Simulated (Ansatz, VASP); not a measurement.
# MoN2 in VASP and in Ansatz

File INCAR:

```
PREC = Accurate ; ENCUT = 520
EDIFF = 1E-6 ; ISMEAR = 0
SIGMA = 0.15 ; LREAL = False
LASPH = True ; NELM = 80
ALGO = Fast ; ISIF = 2
LWAVE = False ; LCHARG = False
GGA = PS ; NBANDS = 33
```

The input KPOINTS:

```
Automatic mesh
0
Gamma
  12 12 18
```

The input POSCAR:

```
MoN2
1.0
    4.2866467491      0.0160749253      0.0000000000
    0.0160749253      4.2866467491      0.0000000000
    0.0000000000      0.0000000000      2.7284347069
Mo N
2 4
Direct
    0.5000000000      0.5000000000      0.0000000000
    0.0000000000      0.0000000000      0.0000000000
    0.8872955619      0.3872955619      0.5000000000
    0.1127044381      0.6127044381      0.5000000000
    0.3872955619      0.1127044381      0.5000000000
    0.6127044381      0.8872955619      0.5000000000
```

Input for Ansatz:

```yaml
crystal:
  lattice:
    - [4.2866467491, 0.0160749253, 0.0]
    - [0.0160749253, 4.2866467491, 0.0]
    - [0.0, 0.0, 2.7284347069]
  atoms:
    - { symbol: Mo, position: [0.5, 0.5, 0.0] }
    - { symbol: Mo, position: [0.0, 0.0, 0.0] }
    - { symbol: "N", position: [0.8872955619, 0.3872955619, 0.5] }
    - { symbol: "N", position: [0.1127044381, 0.6127044381, 0.5] }
    - { symbol: "N", position: [0.3872955619, 0.1127044381, 0.5] }
    - { symbol: "N", position: [0.6127044381, 0.8872955619, 0.5] }
basis:
  ecutwfc: 420
kpoints:
  mp_grid: { grid: [12, 12, 18] }
hamiltonian:
  xc: pbesol
scf:
  occupations: { method: gaussian, width: 0.15 }
output:
  forces: true
  stress: true
  eigenvalues: true
```

Change from the starting cell: strain +0.0075 x Voigt [0, 0, 0, 0, 0, 1], atoms carried along.

Alike in both runs: task single point; functional PBEsol; k mesh 12 × 12 × 18; occupations gaussian, width 0.15 eV; no spin polarisation.

```csv
,VASP,Ansatz
version,VASP 6.6.1,Ansatz 0.2.0
potentials or method,"VASP PAW PBE potentials, release 64 (Mo_sv, N), cutoff 520 eV","scalar-relativistic, plane waves, PAW"
valence electrons in the cell,48,48
```

Ansatz gave:

```
gap on the k mesh at the Fermi level (eV)                     : none
pressure (GPa)                                                : 0.1
traceless stress, the component that is largest in VASP (GPa) : -2.27
rms of the force components (eV/Å)                            : 0.038
```

Task: Estimate VASP's values.

Result: gap on the k mesh at the Fermi level (eV): none; pressure (GPa): 0.8; traceless stress, the component that is largest in VASP (GPa): -2.29; rms of the force components (eV/Å): 0.077.

VASP's potentials were made for PBE, not for PBEsol. Atom by atom the forces differ by 0.058 eV/Å (rms over components). A gap of «none» marks a metal or a gap that the smearing closes.
